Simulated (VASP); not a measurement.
# Zr2Os (Pn-3m) in VASP: further runs

The runs below take Zr2Os through single point, relaxation of cell and atoms, with PBE.

Program: VASP 6.6.1. These are calculated values, not measurements. Logs are shortened: lines on timing, memory, paths and dates and some standing lists are left out, and cuts for length are marked.

## 1. The cell of the first run

It takes space group Pn-3m (No. 224, cubic). The conventional cell has a = 5.662 Å, b = 5.662 Å, c = 5.662 Å, α = 90.00°, β = 90.00°, γ = 90.00°. Zr (site symmetry -3m) has 2 Os at 2.45 Å within 3.2 Å. Within 3.2 Å of Os (site symmetry -43m) lie 4 Zr at 2.45 Å.

The cell was generated, and may not be a known phase.

## 2. Single point, PBE

INCAR

```
SYSTEM = Zr2Os
ALGO = Fast ; EDIFF = 1E-7
ENCUT = 520 ; GGA = PE
ISIF = 2 ; ISMEAR = 0
LASPH = .TRUE. ; LCHARG = .FALSE.
LREAL = .FALSE. ; LWAVE = .FALSE.
NBANDS = 41 ; NELM = 60
PREC = Accurate ; SIGMA = 0.1
```

KPOINTS

```
k-points
0
G
  4 4 4
  0 0 0
```

POSCAR

```
Zr2Os
1.0
    5.6618714108      0.0000000000      0.0000000000
    0.0000000000      5.6618714108      0.0000000000
    0.0000000000      0.0000000000      5.6618714108
Zr Os
4 2
Direct
    0.2500000000      0.2500000000      0.2500000000
    0.2500000000      0.7500000000      0.7500000000
    0.7500000000      0.7500000000      0.2500000000
    0.7500000000      0.2500000000      0.7500000000
    0.0000000000      0.0000000000      0.0000000000
    0.5000000000      0.5000000000      0.5000000000
```

Potentials or basis: VASP PAW PBE potentials, release 64 (Zr_sv, Os).

Launch:

```bash
> cat potpaw_PBE.64/Zr_sv/POTCAR potpaw_PBE.64/Os/POTCAR > POTCAR
> mpirun -np 1 vasp_std > vasp.out
```

OUTCAR:

```text
SYSTEM = Zr2Os
   EDIFF = 1E-7
   ENCUT = 520
   GGA = PE
   ISIF = 2
   ISMEAR = 0
   LASPH = .TRUE.
   LREAL = .FALSE.
   NELM = 60
   PREC = Accurate

 ion  position               nearest neighbor table
   1  0.250  0.250  0.250-   5 2.45   6 2.45
   2  0.250  0.750  0.750-   5 2.45   6 2.45
   3  0.750  0.750  0.250-   5 2.45   6 2.45
   4  0.750  0.250  0.750-   5 2.45   6 2.45
   5  0.000  0.000  0.000-   1 2.45   2 2.45   3 2.45   4 2.45
   6  0.500  0.500  0.500-   1 2.45   2 2.45   3 2.45   4 2.45

  LATTYP: Found a simple cubic cell.
 ALAT       =     5.6618714108

  Lattice vectors:

 A1 = (   5.6618714108,   0.0000000000,   0.0000000000)
 A2 = (   0.0000000000,   5.6618714108,   0.0000000000)
 A3 = (   0.0000000000,   0.0000000000,   5.6618714108)

Analysis of symmetry for initial positions (statically):
=====================================================================
 Subroutine PRICEL returns:
 Original cell was already a primitive cell.

 Routine SETGRP: Setting up the symmetry group for a
 simple cubic supercell.

 Subroutine GETGRP returns: Found 48 space group operations
 (whereof 24 operations were pure point group operations)
 out of a pool of 48 trial point group operations.

The static configuration has the point symmetry T_d .
 The point group associated with its full space group is O_h .

Analysis of symmetry for dynamics (positions and initial velocities):
=====================================================================
 Subroutine PRICEL returns:
 Original cell was already a primitive cell.

 Routine SETGRP: Setting up the symmetry group for a
 simple cubic supercell.

 Subroutine GETGRP returns: Found 48 space group operations
 (whereof 24 operations were pure point group operations)
 out of a pool of 48 trial point group operations.

The dynamic configuration has the point symmetry T_d .
 The point group associated with its full space group is O_h .

 Subroutine INISYM returns: Found 48 space group operations
 (whereof 24 operations are pure point group operations),
 and found     1 'primitive' translations

----------------------------------------------------------------------------------------

                                     Primitive cell

  volume of cell :     181.5014

  direct lattice vectors                    reciprocal lattice vectors
     5.661871411  0.000000000  0.000000000     0.176620048  0.000000000  0.000000000
     0.000000000  5.661871411  0.000000000     0.000000000  0.176620048  0.000000000
     0.000000000  0.000000000  5.661871411     0.000000000  0.000000000  0.176620048

  length of vectors
     5.661871411  5.661871411  5.661871411     0.176620048  0.176620048  0.176620048

  position of ions in fractional coordinates (direct lattice)
     0.250000000  0.250000000  0.250000000
     0.250000000  0.750000000  0.750000000
     0.750000000  0.750000000  0.250000000
     0.750000000  0.250000000  0.750000000
     0.000000000  0.000000000  0.000000000
     0.500000000  0.500000000  0.500000000

  ion indices of the primitive-cell ions
   primitive index   ion index
                 1           1
                 2           2
                 3           3
                 4           4
                 5           5
                 6           6

----------------------------------------------------------------------------------------

 KPOINTS: k-points

Automatic generation of k-mesh.
 Grid dimensions read from file:
 generate k-points for:    4    4    4

 Generating k-lattice:

  Cartesian coordinates                     Fractional coordinates (reciprocal lattice)
     0.044155012  0.000000000  0.000000000     0.250000000  0.000000000  0.000000000
     0.000000000  0.044155012  0.000000000     0.000000000  0.250000000  0.000000000
     0.000000000  0.000000000  0.044155012     0.000000000  0.000000000  0.250000000

  Length of vectors
     0.044155012  0.044155012  0.044155012

  Shift w.r.t. Gamma in fractional coordinates (k-lattice)
     0.000000000  0.000000000  0.000000000

 Subroutine IBZKPT returns following result:
 ===========================================

 Found     10 irreducible k-points:

 Following reciprocal coordinates:
            Coordinates               Weight
  0.000000  0.000000  0.000000      1.000000
  0.250000  0.000000  0.000000      6.000000
  0.500000  0.000000  0.000000      3.000000
  0.250000  0.250000  0.000000     12.000000
  0.500000  0.250000  0.000000     12.000000
  0.500000  0.500000  0.000000      3.000000
  0.250000  0.250000  0.250000      8.000000
  0.500000  0.250000  0.250000     12.000000
  0.500000  0.500000  0.250000      6.000000
  0.500000  0.500000  0.500000      1.000000
   k-points           NKPTS =     10   k-points in BZ     NKDIM =     10   number of bands    NBANDS=     41
   number of dos      NEDOS =    301   number of ions     NIONS =      6
   total plane-waves  NPLWV =  74088
   dimension x,y,z NGX =    42 NGY =   42 NGZ =   42
   dimension x,y,z NGXF=    84 NGYF=   84 NGZF=   84
   ions per type =               4   2
   NGX,Y,Z   is equivalent  to a cutoff of  12.33, 12.33, 12.33 a.u.
   NGXF,Y,Z  is equivalent  to a cutoff of  24.66, 24.66, 24.66 a.u.
 SYSTEM =  Zr2Os
   PREC   = accura    normal or accurate (medium, high low for compatibility)
   ISTART =      0    job   : 0-new  1-cont  2-samecut
   ICHARG =      2    charge: 1-file 2-atom 10-const
   ISPIN  =      1    spin polarized calculation?
   LNONCOLLINEAR =      F non collinear calculations
   LSORBIT =      F    spin-orbit coupling
   LASPH  =      T    aspherical Exc in radial PAW
   ENCUT  =  520.0 eV  38.22 Ry    6.18 a.u.  10.53 10.53 10.53*2*pi/ulx,y,z
   NELM   =     60;   NELMIN=  2; NELMDL= -5     # of ELM steps
   EDIFF  = 0.1E-06   stopping-criterion for ELM
   LREAL  =      F    real-space projection
   EDIFFG = 0.1E-05   stopping-criterion for IOM
   NSW    =      0    number of steps for IOM
   IBRION =     -1    ionic relax: 0-MD 1-quasi-New 2-CG
   NFREE  =      0    steps in history (QN), initial steepest desc. (CG)
   ISIF   =      2    stress and relaxation
   ISYM   =      2    0-nonsym 1-usesym 2-fastsym
   POTIM  = 0.5000    time-step for ionic-motion
   TEBEG  =    0.0;   TEEND  =   0.0 temperature during run
   PSTRESS=    0.0 pullay stress
   NELECT =      64.0000    total number of electrons
   NUPDOWN=      -1.0000    fix difference up-down
   EMIN   =  10.00;   EMAX   =-10.00  energy-range for DOS
   EFERMI =   0.00;   METHOD = LEGACY
   ISMEAR =     0;   SIGMA  =   0.10  broadening in eV -4-tet -1-fermi 0-gaus
   EFERMI_NEDOS =   21; number of points for ismear=-14 and -15
   IALGO  =     68    algorithm
   IMIX   =      4    mixing-type and parameters
     AMIX     =   0.40;   BMIX     =  1.00
     AMIX_MAG =   1.60;   BMIX_MAG =  1.00
  volume/ion in A,a.u.               =      30.25       204.14
  Fermi-wavevector in a.u.,A,eV,Ry     =   1.156578  2.185615 18.200133  1.337672
  Thomas-Fermi vector in A             =   2.293197
   LORBIT       =      0    0 simple, 1 ext, 2 COOP (PROOUT), +10 PAW based schemes
   GGA     = PE    functional components
   LHFCALC =     F    Hartree Fock is set to
   AEXX    =    0.0000 exact exchange contribution
   IVDW    =     0    specifies the selected vdW correction
   LEPSILON=     F    determine dielectric tensor
   LRPA    =     F    only Hartree local field effects (RPA)
 non-spin polarized calculation
 RMM-DIIS sequential band-by-band and
 Gauss-broadening in eV      SIGMA  =   0.10
  energy-cutoff  :      520.00
  volume of cell :      181.50
 maximum number of plane-waves:      4945
   NGX = 21   NGY = 21   NGZ = 21

 number of electron      63.9999998 magnetization

 Free energy of the ion-electron system (eV)
  ---------------------------------------------------
  ext. energy  EPLUGINS =         0.00000000
  ---------------------------------------------------
  free energy    TOTEN  =       -48.49483917 eV

  energy without entropy =      -48.44711501  energy(sigma->0) =      -48.47097709

 E-fermi :   4.9935     XC(G=0):  -9.6011

 val. band max:        4.9920087491   @ k =   0.5000   0.5000   0.0000
 cond. band min:       5.0490415697   @ k =   0.2500   0.2500   0.0000
 fundamental gap:      0.0570328206
 Fermi energy:         4.9934802322

 k-point     1 :       0.0000    0.0000    0.0000
  band No.  band energies     occupation
      1     -44.5963      2.00000
      2     -44.5792      2.00000
      3     -44.5792      2.00000
      4     -44.5792      2.00000
      5     -22.7042      2.00000
      6     -22.7042      2.00000
[... 33 lines left out ...]
     40       7.3313      0.00000
     41       7.3939      0.00000

 k-point     2 :       0.2500    0.0000    0.0000
  band No.  band energies     occupation
      1     -44.5938      2.00000
      2     -44.5817      2.00000
      3     -44.5792      2.00000
      4     -44.5792      2.00000
      5     -22.6957      2.00000
      6     -22.6927      2.00000
[... 33 lines left out ...]
     40       6.6731      0.00000
     41       6.6757      0.00000

 k-point     3 :       0.5000    0.0000    0.0000
  band No.  band energies     occupation
      1     -44.5877      2.00000
      2     -44.5877      2.00000
      3     -44.5792      2.00000
      4     -44.5792      2.00000
      5     -22.6750      2.00000
      6     -22.6750      2.00000
[... 33 lines left out ...]
     40       6.8030      0.00000
     41       6.9350      0.00000

 k-point     4 :       0.2500    0.2500    0.0000
  band No.  band energies     occupation
      1     -44.5917      2.00000
      2     -44.5824      2.00000
      3     -44.5803      2.00000
      4     -44.5795      2.00000
      5     -22.6877      2.00000
      6     -22.6872      2.00000
[... 33 lines left out ...]
     40       6.7770      0.00000
     41       7.0982      0.00000

 k-point     5 :       0.5000    0.2500    0.0000
  band No.  band energies     occupation
      1     -44.5868      2.00000
      2     -44.5868      2.00000
      3     -44.5801      2.00000
      4     -44.5801      2.00000
      5     -22.6741      2.00000
      6     -22.6741      2.00000
[... 33 lines left out ...]
     40       6.6834      0.00000
     41       6.9467      0.00000

 k-point     6 :       0.5000    0.5000    0.0000
  band No.  band energies     occupation
      1     -44.5856      2.00000
      2     -44.5856      2.00000
      3     -44.5813      2.00000
      4     -44.5813      2.00000
      5     -22.6765      2.00000
      6     -22.6765      2.00000
[... 33 lines left out ...]
     40       6.7415      0.00000
     41       6.9761      0.00000

 k-point     7 :       0.2500    0.2500    0.2500
  band No.  band energies     occupation
      1     -44.5903      2.00000
      2     -44.5830      2.00000
      3     -44.5803      2.00000
      4     -44.5803      2.00000
      5     -22.6867      2.00000
      6     -22.6867      2.00000
[... 33 lines left out ...]
     40       6.1821      0.00000
     41       7.0574      0.00000

 k-point     8 :       0.5000    0.2500    0.2500
  band No.  band energies     occupation
      1     -44.5882      2.00000
      2     -44.5845      2.00000
      3     -44.5808      2.00000
      4     -44.5803      2.00000
      5     -22.6856      2.00000
      6     -22.6802      2.00000
[... 33 lines left out ...]
     40       6.1804      0.00000
     41       7.0036      0.00000

 k-point     9 :       0.5000    0.5000    0.2500
  band No.  band energies     occupation
      1     -44.5886      2.00000
      2     -44.5826      2.00000
      3     -44.5813      2.00000
      4     -44.5813      2.00000
      5     -22.6864      2.00000
      6     -22.6864      2.00000
[... 33 lines left out ...]
     40       6.1597      0.00000
     41       6.9566      0.00000

 k-point    10 :       0.5000    0.5000    0.5000
  band No.  band energies     occupation
      1     -44.5898      2.00000
      2     -44.5813      2.00000
      3     -44.5813      2.00000
      4     -44.5813      2.00000
      5     -22.6936      2.00000
      6     -22.6936      2.00000
[... 33 lines left out ...]
     40       5.6995      0.00000
     41       6.9556      0.00000

------------------------ aborting loop because EDIFF is reached ----------------------------------------

  FORCE on cell =-STRESS in cart. coord.  units (eV):
  Direction    XX          YY          ZZ          XY          YZ          ZX
  --------------------------------------------------------------------------------------
  -------------------------------------------------------------------------------------
  Total        0.2578637      0.2578637      0.2578637      0.0000000      0.0000000     -0.0000000
  in kB        2.2762542      2.2762542      2.2762542      0.0000000      0.0000000     -0.0000000
  external PRESSURE =       2.2762542 kB  Pullay stress =       0.0000000 kB

 VOLUME and BASIS-vectors are now :
 -----------------------------------------------------------------------------
  energy-cutoff  :      520.00
  volume of cell :      181.50
      direct lattice vectors                 reciprocal lattice vectors
     5.661871411  0.000000000  0.000000000     0.176620048  0.000000000  0.000000000
     0.000000000  5.661871411  0.000000000     0.000000000  0.176620048  0.000000000
     0.000000000  0.000000000  5.661871411     0.000000000  0.000000000  0.176620048

 POSITION                                       TOTAL-FORCE (eV/Angst)
 -----------------------------------------------------------------------------------
      1.41547      1.41547      1.41547        -0.000000      0.000000     -0.000000
      1.41547      4.24640      4.24640         0.000000     -0.000000      0.000000
      4.24640      4.24640      1.41547         0.000000      0.000000      0.000000
      4.24640      1.41547      4.24640        -0.000000     -0.000000      0.000000
      0.00000      0.00000      0.00000         0.000000      0.000000     -0.000000
      2.83094      2.83094      2.83094         0.000000      0.000000     -0.000000
 -----------------------------------------------------------------------------------
    total drift:                                0.000000      0.000000     -0.000000

  FREE ENERGIE OF THE ION-ELECTRON SYSTEM (eV)
  ---------------------------------------------------
  free  energy   TOTEN  =       -48.4948391732 eV

  energy  without entropy=      -48.4471150103  energy(sigma->0) =      -48.47097709
```

Wall time 3.5 min (1 thread of Intel Xeon 8259CL, shared host); peak memory 0.29 GiB.

What came out:

```
Free energy            : -48.4948 eV
Pressure               : 0.2 GPa
Band gap on the k mesh : zero (bands 32 and 33 overlap by 0.81 eV)
```

Levels at points of the mesh, in eV from the Fermi level:
```csv
k point,band 28,band 29,band 30,band 31,band 32,band 33,band 34,band 35,band 36,band 37
"(0.00, 0.00, 0.00)",-1.23,-1.07,-1.07,-1.07,-0.93,0.28,0.28,0.68,0.68,0.68
"(0.50, 0.00, 0.00)",-2.59,-0.26,-0.26,0.61,0.61,0.67,0.67,0.82,0.82,0.98
"(0.50, 0.50, 0.00)",-1.92,-1.15,-1.15,-0.47,-0.47,-0.19,-0.19,0.00,0.00,1.30
"(0.50, 0.50, 0.50)",-1.85,-1.78,-1.62,-1.62,0.23,0.23,0.23,0.49,0.49,0.49
```

Caveat: spin-orbit coupling is left out, which moves the levels of the heavy elements.

## 3. Relaxation of cell and atoms, PBE

This run uses another cell than the first one, of 16.08 Å³/atom.

INCAR

```
ALGO = Fast
EDIFF = 1E-6
EDIFFG = -0.04
ENCUT = 600
GGA = PE
IBRION = 2
ISIF = 3
ISMEAR = 0
LASPH = T
LCHARG = F
LREAL = F
LWAVE = F
NELM = 60
NSW = 90
PREC = Accurate
SIGMA = 0.1
```

KPOINTS

```
k-points
0
Gamma
  4 4 4
```

POSCAR: that of step 2 with these lines changed.

```diff
@@ -2,5 +2,5 @@
 1.0
-    5.6618714108      0.0000000000      0.0000000000
-    0.0000000000      5.6618714108      0.0000000000
-    0.0000000000      0.0000000000      5.6618714108
+    4.5868925200      0.0000000000      0.0000000000
+    0.0000000000      4.5868925200      0.0000000000
+    0.0000000000      0.0000000000      4.5868925200
 Zr Os
```

Potentials or basis: VASP PAW PBE potentials, release 64 (Zr_sv, Os).

Launch:

```bash
> cat potpaw_PBE.64/Zr_sv/POTCAR potpaw_PBE.64/Os/POTCAR > POTCAR
> mpirun -np 1 vasp_std > vasp.out
```

It took 28 min on 1 thread of Intel Xeon 8259CL, shared host; peak memory 0.28 GiB.

Results (log left out):

| Item | Value |
| --- | --- |
| Free energy | -48.4576 eV |
| Relaxed volume | 30.23 Å³/atom |
| Relaxed cell | a = 5.660 Å, b = 5.660 Å, c = 5.660 Å, α = 90.00°, β = 90.00°, γ = 90.00° |
| Space group after relaxing (to 0.1 Å) | Pn-3m (No. 224) |
| Pressure after relaxing | 0.1 GPa |
| Band gap on the k mesh | zero (bands 32 and 33 overlap by 0.81 eV) |

Final structure:
```
Zr Os
1.0
     5.66047    0.00000    0.00000
     0.00000    5.66047    0.00000
     0.00000    0.00000    5.66047
Zr Os
4 2
Cartesian
  1.4151 1.4151 1.4151
  1.4151 4.2454 4.2454
  4.2454 4.2454 1.4151
  4.2454 1.4151 4.2454
  0.0000 0.0000 0.0000
  2.8302 2.8302 2.8302
```

Levels at points of the mesh, in eV from the Fermi level:
| k point | band 30 | band 31 | band 32 | band 33 | band 34 | band 35 |
| --- | --- | --- | --- | --- | --- | --- |
| (0.00, 0.00, 0.00) | -1.07 | -1.07 | -0.92 | 0.28 | 0.28 | 0.68 |
| (0.50, 0.00, 0.00) | -0.26 | 0.61 | 0.61 | 0.67 | 0.67 | 0.82 |
| (0.50, 0.50, 0.00) | -1.15 | -0.47 | -0.47 | -0.19 | -0.19 | 0.00 |
| (0.50, 0.50, 0.50) | -1.62 | -1.62 | 0.23 | 0.23 | 0.23 | 0.49 |

Caveat: the volume moved by over 15 % at a fixed basis, so the end points are rough; spin-orbit coupling is left out, which moves the levels of the heavy elements.

The gap in the log of VASP goes by the Fermi energy; the results here count the filled bands.